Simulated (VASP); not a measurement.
# O2: single point with LDA

O2, in a box:

```
CELL_PARAMETERS angstrom
12.00000 0.00000 0.00000
0.00000 12.50000 0.00000
0.00000 0.00000 13.00000
ATOMIC_POSITIONS crystal
O 0.45000 0.47000 0.45383
O 0.45000 0.47000 0.54617
```

| Property | Result |
| --- | --- |
| Program | VASP 6.6.1 |
| Task | single point |
| Functional | LDA |
| Potentials or basis | VASP PAW LDA potentials, release 64 (O_h) |
| Cutoff | 910 eV |
| k mesh | 1 × 1 × 1 |
| Occupations | gaussian, width 0.01 eV |
| Spin | collinear spin, ferromagnetic start |
| Starting moments | [1.0, 1.0] μB |
| Fixed moment | 2 μB |
| Dipole correction | no |
| Further INCAR settings | ALGO = Normal; EDIFF = 1e-06; NBANDS = 17; NELMDL = -8 |

```yaml
Largest_force: 0.394 eV/Å
Net_moment: 2.00 μB per cell
Site_moments: O +0.62 μB
Valence_electrons_inside_the_program's_atomic_spheres: O 3.31
```

Forces in eV/Å, atoms in the order of the input:
```
O    0.000  0.000 -0.394
O    0.000  0.000  0.394
```

Wall time 5 min on 1 thread of Intel(R) Xeon(R) 6975P-C (Granite Rapids), on a shared host, peak memory 2.2 GiB.

Caveat: the total moment is fixed, so each spin has its own Fermi level.
